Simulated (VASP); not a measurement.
A run of VASP 6.6.1 is set up as follows.

INCAR

```
SYSTEM = AlN
PREC     = Accurate       ! precision mode
ENCUT    = 520            ! plane-wave cutoff, eV
EDIFF    = 1E-7           ! SCF threshold, eV
ISMEAR   = 0              ! smearing method
SIGMA    = 0.01           ! smearing width, eV
LREAL    = .FALSE.        ! projectors in reciprocal space
LASPH    = .TRUE.         ! aspherical terms in the spheres
NELM     = 80             ! most SCF steps
ALGO     = Normal         ! electronic algorithm
ISIF     = 2              ! what is computed and relaxed
LWAVE    = .FALSE.        ! write WAVECAR
LCHARG   = .TRUE.         ! write CHGCAR
GGA      = PE             ! functional
LELF     = .TRUE.         ! ELF
LVHAR    = .TRUE.       
NBANDS   = 11             ! bands
```

File KPOINTS:

```
regular mesh
0
G
  6 6 6
  0 0 0
```

Contents of POSCAR:

```
AlN
1.0
    0.0391562402      2.1803351244      2.1803351244
    2.1803351244      0.0391562402      2.1803351244
    2.1803351244      2.1803351244      0.0391562402
Al N
1 1
Direct
    0.0012889231      0.0012889231      0.0012889231
    0.2487110769      0.2487110769      0.2487110769
```

Potentials or basis: VASP PAW PBE potentials, release 64 (Al, N).

Launch:

```sh
$ cat potpaw_PBE.64/Al/POTCAR potpaw_PBE.64/N/POTCAR > POTCAR
$ mpirun -np 1 vasp_std > vasp.out
```

(1) Predict the pressure.

(2) Estimate the band gap on the k mesh.

## Answers

(1) 11.9 GPa.

(2) 3.23 eV, indirect (least direct gap 4.37 eV).

Caveat: the k points lie up to 0.42 Å⁻¹ apart; the cell differs from its parent crystal (epitaxial 111 strain -2.0%).
